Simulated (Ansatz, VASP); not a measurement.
## Si16CO in VASP and in Ansatz

```
CELL_PARAMETERS angstrom
7.73541 0.00000 0.00000
0.00000 7.73541 0.00000
0.00000 0.00000 22.11192
ATOMIC_POSITIONS crystal
Si 0.00000 0.25000 0.18090
Si 0.00000 0.75000 0.18090
Si 0.50000 0.25000 0.18090
Si 0.50000 0.75000 0.18090
Si 0.00000 0.00000 0.24274
Si 0.00000 0.50000 0.24274
Si 0.50000 0.00000 0.24274
Si 0.50000 0.50000 0.24274
Si 0.25000 0.00000 0.30620
Si 0.25000 0.50000 0.30620
Si 0.75000 0.00000 0.30620
Si 0.75000 0.50000 0.30620
Si 0.25000 0.25000 0.36686
Si 0.25000 0.75000 0.36686
Si 0.75000 0.25000 0.36686
Si 0.75000 0.75000 0.36686
C 0.50000 0.75000 0.32570
O 0.50000 0.75000 0.37816
```

Alike in both runs: task single point; functional PBE; k mesh 4 × 4 × 1; occupations gaussian, width 0.05 eV; no spin polarisation.

|  | VASP | Ansatz |
| --- | --- | --- |
| version | VASP 6.6.1 | Ansatz 0.2.0 |
| potentials or method | VASP PAW PBE potentials, release 64 (Si, C, O), cutoff 520 eV | scalar-relativistic, plane waves, PAW |
| valence electrons in the cell | 74 | 74 |

VASP gave:

```
gap on the k mesh at the Fermi level (eV) : none
rms of the force components (eV/Å)        : 2.039
```

What did Ansatz give for the same quantities?

gap on the k mesh at the Fermi level (eV): none; rms of the force components (eV/Å): 1.883.

Atom by atom the forces differ by 0.158 eV/Å (rms over components). A gap of «none» marks a metal or a gap that the smearing closes.

Noted on VASP's run: the standard files for N, O and F lose accuracy on very short bonds.
